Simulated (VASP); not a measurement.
A run of VASP 6.6.1 is set up as follows.

INCAR

```
SYSTEM = MgO2
  PREC = Accurate
  ENCUT = 840
  EDIFF = 1E-6
  ISMEAR = 0
  SIGMA = 0.05
  LREAL = .FALSE.
  LASPH = .TRUE.
  NELM = 120
  ALGO = Normal
  ISIF = 2
  LWAVE = .FALSE.
  LCHARG = .TRUE.
  GGA = PS
  LELF = .TRUE.
  LVHAR = .TRUE.
  NBANDS = 18
  GGA_COMPAT = .FALSE.
```

File KPOINTS:

```
regular mesh
0
G
  12 12 12
  0 0 0
```

The input POSCAR:

```
MgO2
1.0
    1.5646419906      0.9033464745      3.4939788749
   -1.5646419906      0.9033464745      3.4939788749
    0.0000000000     -1.8066929489      3.4939788749
Mg O
1 2
Direct
    0.0000000000      0.0000000000      0.0000000000
    0.4287860000      0.4287860000      0.4287860000
    0.5712140000      0.5712140000      0.5712140000
```

Potentials or basis: VASP PAW PBE potentials, release 64 (Mg_sv, O).

The run is started by

```console
$ cat potpaw_PBE.64/Mg_sv/POTCAR potpaw_PBE.64/O/POTCAR > POTCAR
$ mpirun -np 1 vasp_std > vasp.out
```

Problem. Estimate the band gap on the k mesh.

Solution. 2.13 eV.

Problem. Predict the pressure.

Solution. 0.9 GPa.

Stress tensor (GPa, compression positive):
```
 3.86  0.00  0.00
 0.00  3.86  0.00
 0.00  0.00 -4.98
```

Caveat: the cell differs from its parent crystal (strain -0.025 along x and y, +0.000 along z); the stress differs along the axes, from -5 to 4 GPa; the PAW data sets were made with another functional, which shifts forces and pressure a little. A k mesh can miss the band edges.
